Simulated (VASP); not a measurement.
# CsLiCr2Te2S3 (C2/m) in VASP: notebook

The runs below take CsLiCr2Te2S3 through single point, with PBE-based screened hybrid, PBE.

All numbers are computed with VASP 6.6.1; they aren't measurements. Logs are shortened: lines on timing, memory, paths and dates and some standing lists are left out, and cuts for length are marked.

**1. The cell of the first run**

Symmetry: C2/m, No. 12, monoclinic system. Conventional cell: a = 14.579 Å, b = 4.209 Å, c = 7.709 Å, α = 90.00°, β = 109.04°, γ = 90.00°. Within 5.0 Å of Cs (site symmetry 2/m) lie 6 S at 3.84 to 3.85 Å and 6 Te at 4.08 to 4.23 Å and 2 Cs at 4.21 Å and 4 Cr at 4.27 to 4.78 Å and 4 Li at 4.39 Å. Li (site symmetry 2/m) has 4 S at 2.10 to 2.75 Å within 2.8 Å. Cr (site symmetry m) has 4 S at 2.33 to 2.46 Å and 2 Te at 2.84 Å within 3.1 Å. Te (site symmetry m) has 2 Cr at 2.84 Å and 1 Li at 3.10 Å and 1 S at 3.19 Å and 2 Te at 3.39 Å within 3.7 Å. S (site symmetry m) has 3 Cr at 2.33 to 2.46 Å and 1 Li at 2.75 Å within 3.1 Å. Within 2.8 Å of S (site symmetry 2/m) lie 2 Li at 2.10 Å and 2 Cr at 2.38 Å.

**2. Single point, PBE-based screened hybrid, collinear spin, ferromagnetic start**

File POSCAR:

```
CsLiCr2Te2S3
1.0
    7.2895900000     -2.1043300000      0.0177200000
    7.2895900000      2.1043300000      0.0177200000
   -2.5331500000      0.0000000000      7.2810000000
Cs Li Cr Te S
1 1 2 2 3
Direct
    0.5000000000      0.5000000000      0.0000000000
    0.0000000000      0.0000000000      0.5000000000
    0.3287000000      0.3287000000      0.4330000000
    0.6713000000      0.6713000000      0.5670000000
    0.8067200000      0.8067200000      0.1742700000
    0.1932800000      0.1932800000      0.8257300000
    0.1635800000      0.1635800000      0.3971300000
    0.8364200000      0.8364200000      0.6028700000
    0.5000000000      0.5000000000      0.5000000000
```

File INCAR.step1:

```
  PREC = Accurate
  ENCUT = 520
  EDIFF = 1E-5
  ISMEAR = -1
  SIGMA = 0.05
  LREAL = F
  LASPH = T
  NELM = 150
  ALGO = Normal
  ISIF = 2
  LWAVE = T
  ISPIN = 2
  MAGMOM = 0 0 3 3 0 0 0 0 0
  LORBIT = 11
  LMAXMIX = 4
  GGA = PE
  NBANDS = 47
  LUSENCCL = F
```

File INCAR.step2:

```
  PREC = Accurate
  ENCUT = 520
  EDIFF = 1E-6
  ISMEAR = -1
  SIGMA = 0.05
  LREAL = F
  LASPH = T
  NELM = 150
  ALGO = Normal
  ISIF = 2
  LWAVE = F
  LCHARG = T
  ISPIN = 2
  MAGMOM = 0 0 3 3 0 0 0 0 0
  LORBIT = 11
  LMAXMIX = 4
  GGA = PE
  LHFCALC = T
  AEXX = 0.25
  HFSCREEN = 0.3
  PRECFOCK = Fast
  LELF = T
  LVHAR = T
  ISTART = 1
  NBANDS = 47
  LUSENCCL = F
```

File KPOINTS:

```
Automatic mesh
0
Gamma
  3 3 2
```

Potentials or basis: VASP PAW PBE potentials, release 64 (Cs_sv, Li_sv, Cr_pv, Te, S).

Command:

```
$ cat potpaw_PBE.64/Cs_sv/POTCAR potpaw_PBE.64/Li_sv/POTCAR potpaw_PBE.64/Cr_pv/POTCAR potpaw_PBE.64/Te/POTCAR potpaw_PBE.64/S/POTCAR > POTCAR
$ cp INCAR.step1 INCAR
$ mpirun -np 1 vasp_std > vasp.out
$ cp INCAR.step2 INCAR
$ mpirun -np 1 vasp_std > vasp.out
```

OUTCAR:

```text
PREC = Accurate
   ENCUT = 520
   EDIFF = 1E-6
   ISMEAR = -1
   LREAL = F
   LASPH = T
   NELM = 150
   ISIF = 2
   ISPIN = 2
   LORBIT = 11
   GGA = PE
   LHFCALC = T
   AEXX = 0.25
   HFSCREEN = 0.3
   PRECFOCK = Fast
   ISTART = 1

 ion  position               nearest neighbor table
   1  0.500  0.500  0.000-
   2  0.000  0.000  0.500-   9 2.10   9 2.10   5 3.10   6 3.10
   3  0.329  0.329  0.433-   7 2.33   9 2.38   8 2.46   8 2.46   5 2.84   5 2.84
   4  0.671  0.671  0.567-   8 2.33   9 2.38   7 2.46   7 2.46   6 2.84   6 2.84
   5  0.807  0.807  0.174-   3 2.84   3 2.84   2 3.10   8 3.19   6 3.39   6 3.39
   6  0.193  0.193  0.826-   4 2.84   4 2.84   2 3.10   7 3.19   5 3.39   5 3.39
   7  0.164  0.164  0.397-   3 2.33   4 2.46   4 2.46   6 3.19
   8  0.836  0.836  0.603-   4 2.33   3 2.46   3 2.46   5 3.19
   9  0.500  0.500  0.500-   2 2.10   2 2.10   3 2.38   4 2.38

  LATTYP: Found a base centered monoclinic cell.
 ALAT       =    14.5792230748
 B/A-ratio  =     0.2886751906
 C/A-ratio  =     0.5287711959
 COS(beta)  =    -0.3262964791

  Lattice vectors:

 A1 = (   7.2895900000,  -2.1043300000,   0.0177200000)
 A2 = (   7.2895900000,   2.1043300000,   0.0177200000)
 A3 = (  -2.5331500000,   0.0000000000,   7.2810000000)

Analysis of symmetry for initial positions (statically):
=====================================================================
 Subroutine PRICEL returns:
 Original cell was already a primitive cell.

 Routine SETGRP: Setting up the symmetry group for a
 base centered monoclinic supercell.

 Subroutine GETGRP returns: Found  4 space group operations
 (whereof  4 operations were pure point group operations)
 out of a pool of  4 trial point group operations.

The static configuration has the point symmetry C_2h.

Analysis of symmetry for dynamics (positions and initial velocities):
=====================================================================
 Subroutine PRICEL returns:
 Original cell was already a primitive cell.

 Routine SETGRP: Setting up the symmetry group for a
 base centered monoclinic supercell.

 Subroutine GETGRP returns: Found  4 space group operations
 (whereof  4 operations were pure point group operations)
 out of a pool of  4 trial point group operations.

The dynamic configuration has the point symmetry C_2h.

Analysis of structural, dynamic, and magnetic symmetry:
=====================================================================
 Subroutine PRICEL returns:
 Original cell was already a primitive cell.

 Routine SETGRP: Setting up the symmetry group for a
 base centered monoclinic supercell.

 Subroutine GETGRP returns: Found  4 space group operations
 (whereof  4 operations were pure point group operations)
 out of a pool of  4 trial point group operations.

The overall configuration has the point symmetry C_2h.

 Subroutine INISYM returns: Found  4 space group operations
 (whereof  4 operations are pure point group operations),
 and found     1 'primitive' translations

----------------------------------------------------------------------------------------

                                     Primitive cell

  volume of cell :     223.5657

  direct lattice vectors                    reciprocal lattice vectors
     7.289590000 -2.104330000  0.017720000     0.068533003 -0.237605319  0.023843480
     7.289590000  2.104330000  0.017720000     0.068533003  0.237605319  0.023843480
    -2.533150000  0.000000000  7.281000000    -0.000333582  0.000000000  0.137227714

  length of vectors
     7.587268357  7.587268357  7.709073221     0.248438265  0.248438265  0.137228120

  position of ions in fractional coordinates (direct lattice)
     0.500000000  0.500000000  1.000000000
     0.000000000  0.000000000  0.500000000
     0.328700000  0.328700000  0.433000000
     0.671300000  0.671300000  0.567000000
     0.806720000  0.806720000  0.174270000
     0.193280000  0.193280000  0.825730000
     0.163580000  0.163580000  0.397130000
     0.836420000  0.836420000  0.602870000
     0.500000000  0.500000000  0.500000000
[... 60 lines left out ...]
   ICHARG =      0    charge: 1-file 2-atom 10-const
   ISPIN  =      2    spin polarized calculation?
   LNONCOLLINEAR =      F non collinear calculations
   LSORBIT =      F    spin-orbit coupling
   LASPH  =      T    aspherical Exc in radial PAW
   ENCUT  =  520.0 eV  38.22 Ry    6.18 a.u.  14.11 14.11 14.33*2*pi/ulx,y,z
   NELM   =    150;   NELMIN=  2; NELMDL=  0     # of ELM steps
   EDIFF  = 0.1E-05   stopping-criterion for ELM
   LREAL  =      F    real-space projection
   EDIFFG = 0.1E-04   stopping-criterion for IOM
   NSW    =      0    number of steps for IOM
   IBRION =     -1    ionic relax: 0-MD 1-quasi-New 2-CG
   NFREE  =      0    steps in history (QN), initial steepest desc. (CG)
   ISIF   =      2    stress and relaxation
   ISYM   =      3    0-nonsym 1-usesym 2-fastsym
   POTIM  = 0.5000    time-step for ionic-motion
   TEBEG  =    0.0;   TEEND  =   0.0 temperature during run
   PSTRESS=    0.0 pullay stress
   NELECT =      66.0000    total number of electrons
   NUPDOWN=      -1.0000    fix difference up-down
   EMIN   =  10.00;   EMAX   =-10.00  energy-range for DOS
   EFERMI =   0.00;   METHOD = LEGACY
   ISMEAR =    -1;   SIGMA  =   0.05  broadening in eV -4-tet -1-fermi 0-gaus
   EFERMI_NEDOS =   21; number of points for ismear=-14 and -15
   IALGO  =     38    algorithm
   IMIX   =      1    mixing-type and parameters
     AMIX     =   0.40;   BMIX     =  1.00
     AMIX_MAG =   1.60;   BMIX_MAG =  1.00
  volume/ion in A,a.u.               =      24.84       167.63
  Fermi-wavevector in a.u.,A,eV,Ry     =   1.090070  2.059934 16.167162  1.188253
  Thomas-Fermi vector in A             =   2.226287
   LORBIT       =     11    0 simple, 1 ext, 2 COOP (PROOUT), +10 PAW based schemes
   GGA     = PE    functional components
   LHFCALC =     T    Hartree Fock is set to
   PRECFOCK=fast      Normal, Fast or Accurate (Low or Medium for compatibility)
   ENCUT4O =  -1.0   cutoff for four orbital integrals eV
   NKREDX  =     1    reduce k-point grid by
   NKREDY  =     1    reduce k-point grid by
   NKREDZ  =     1    reduce k-point grid by
   AEXX    =    0.2500 exact exchange contribution
   HFSCREEN=    0.3000 screening length (either q_TF or 0.3 A-1)
   HFSCREENC=   0.3000 screening length for correlation (either q_TF or 0.3 A-1)
   ENCUTFOCK=  -1.0 apply spherical cutoff to Coloumb kernel
   IVDW    =     0    specifies the selected vdW correction
   LEPSILON=     F    determine dielectric tensor
   LRPA    =     F    only Hartree local field effects (RPA)
 spin polarized calculation
  energy-cutoff  :      520.00
  volume of cell :      223.57
 maximum number of plane-waves:      6026
  NGX = 30; NGY = 30; NGZ = 30

 number of electron      65.9999992 magnetization       6.3843636

 Free energy of the ion-electron system (eV)
  ---------------------------------------------------
  ext. energy  EPLUGINS =         0.00000000
  ---------------------------------------------------
  free energy    TOTEN  =       -56.71214882 eV

  energy without entropy =      -56.69498144  energy(sigma->0) =      -56.70356513

 E-fermi :   3.8540     XC(G=0):  -7.7770

 val. band max:        3.7516663909   @ k =  -0.3333   0.3333   0.5000
 cond. band min:       3.8808347117   @ k =  -0.3333   0.3333   0.0000
 fundamental gap:      0.1291683209
 Fermi energy:         3.8540123086

 spin component 1

 k-point     1 :       0.0000    0.0000    0.0000
  band No.  band energies     occupation
      1     -44.3000      1.00000
      2     -44.0279      1.00000
      3     -44.0276      1.00000
      4     -44.0247      1.00000
      5     -44.0222      1.00000
      6     -43.9745      1.00000
[... 373 lines left out ...]
     44       9.5650      0.00000
     45       9.8914      0.00000
 Fermi energy:         3.8540123086

 spin component 2

 k-point     1 :       0.0000    0.0000    0.0000
  band No.  band energies     occupation
      1     -44.2920      1.00000
      2     -39.6658      1.00000
      3     -39.6527      1.00000
      4     -39.6078      1.00000
      5     -39.5991      1.00000
      6     -39.2508      1.00000
[... 373 lines left out ...]
     44       9.9919      0.00000
     45      10.1408      0.00000
 [bands above 45 left out]

------------------------ aborting loop because EDIFF is reached ----------------------------------------

  FORCE on cell =-STRESS in cart. coord.  units (eV):
  Direction    XX          YY          ZZ          XY          YZ          ZX
  --------------------------------------------------------------------------------------
  -------------------------------------------------------------------------------------
  Total        2.3217434      1.9294715     -1.7716024      0.0000000      0.0000000      0.0078072
  in kB       16.6387114     13.8275052    -12.6961407      0.0000000      0.0000000      0.0559498
  external PRESSURE =       5.9233586 kB  Pullay stress =       0.0000000 kB

 VOLUME and BASIS-vectors are now :
 -----------------------------------------------------------------------------
  energy-cutoff  :      520.00
  volume of cell :      223.57
      direct lattice vectors                 reciprocal lattice vectors
     7.289590000 -2.104330000  0.017720000     0.068533003 -0.237605319  0.023843480
     7.289590000  2.104330000  0.017720000     0.068533003  0.237605319  0.023843480
    -2.533150000  0.000000000  7.281000000    -0.000333582  0.000000000  0.137227714

 POSITION                                       TOTAL-FORCE (eV/Angst)
 -----------------------------------------------------------------------------------
      7.28959      0.00000      0.01772         0.000000     -0.000000      0.000000
     -1.26658      0.00000      3.64050         0.000000      0.000000      0.000000
      3.69532      0.00000      3.16432        -0.176272      0.000000     -0.116092
      8.35071      0.00000      4.15212         0.176272      0.000000      0.116092
     11.31986      0.00000      1.29745        -0.114093      0.000000     -0.205508
      0.72617      0.00000      6.01899         0.114093      0.000000      0.205508
      1.37887      0.00000      2.89730        -0.292134      0.000000     -0.160359
     10.66716      0.00000      4.41914         0.292134      0.000000      0.160359
      6.02301      0.00000      3.65822         0.000000      0.000000      0.000000
 -----------------------------------------------------------------------------------
    total drift:                                0.000002     -0.000002     -0.000000

  FREE ENERGIE OF THE ION-ELECTRON SYSTEM (eV)
  ---------------------------------------------------
  free  energy   TOTEN  =       -56.7121488221 eV

  energy  without entropy=      -56.6949814441  energy(sigma->0) =      -56.70356513

 total charge

# of ion       s       p       d       tot
------------------------------------------
    1        2.139   4.732   0.026   6.897
    2        2.036   0.093   0.000   2.129
    3        0.286   6.251   4.038  10.576
    4        0.286   6.251   4.038  10.576
    5        1.355   2.035   0.024   3.414
    6        1.355   2.035   0.024   3.414
    7        1.335   2.396   0.000   3.731
    8        1.335   2.396   0.000   3.731
    9        1.319   2.530   0.000   3.849
--------------------------------------------------
tot         11.446  28.719   8.151  48.316

 magnetization (x)

# of ion       s       p       d       tot
------------------------------------------
    1       -0.000  -0.001   0.000  -0.001
    2        0.001   0.003   0.000   0.004
    3        0.047   0.039   3.217   3.304
    4        0.047   0.039   3.217   3.304
    5       -0.001  -0.086   0.004  -0.083
    6       -0.001  -0.086   0.004  -0.083
    7       -0.009  -0.163   0.000  -0.172
    8       -0.009  -0.163   0.000  -0.172
    9       -0.003  -0.006   0.000  -0.010
--------------------------------------------------
tot          0.073  -0.426   6.443   6.090
```

Run time: 27 min. Hardware: 1 × NVIDIA H100 80GB with 1 thread of Intel Xeon Platinum 8481C at 2.70GHz (Sapphire Rapids), shared host; peak memory 1.5 GiB.

What came out:

| Quantity | Value |
| --- | --- |
| Free energy | -56.7121 eV |
| Largest force | 0.333 eV/Å |
| Net moment | 6.38 μB per cell |
| Site moments | Cs -0.00; Li +0.00; Cr +3.30; Te -0.08; S -0.17, -0.01 μB |
| Valence electrons inside the program's atomic spheres | Cs 6.90; Li 2.13; Cr 10.58; Te 3.41; S 3.73, 3.85 |

Forces on the atoms (eV/Å):
```
Cs   0.000  0.000  0.000
Li   0.000  0.000  0.000
Cr  -0.176  0.000 -0.116
Cr   0.176  0.000  0.116
Te  -0.114  0.000 -0.206
Te   0.114  0.000  0.206
S   -0.292  0.000 -0.160
S    0.292  0.000  0.160
S    0.000  0.000  0.000
```

Caveat: the k points lie up to 0.52 Å⁻¹ apart; the cutoff is under 1.25 times the usual one of these potentials, so pressure, stress and relaxed cells hold a basis-set (Pulay) error; the PAW data sets were made with another functional, which shifts forces and pressure a little; spin-orbit coupling is left out, which moves the levels of the heavy elements; only a ferromagnetic start was run, and an antiferromagnetic order may lie lower in energy.

(Part 1 of 2 ends here.)
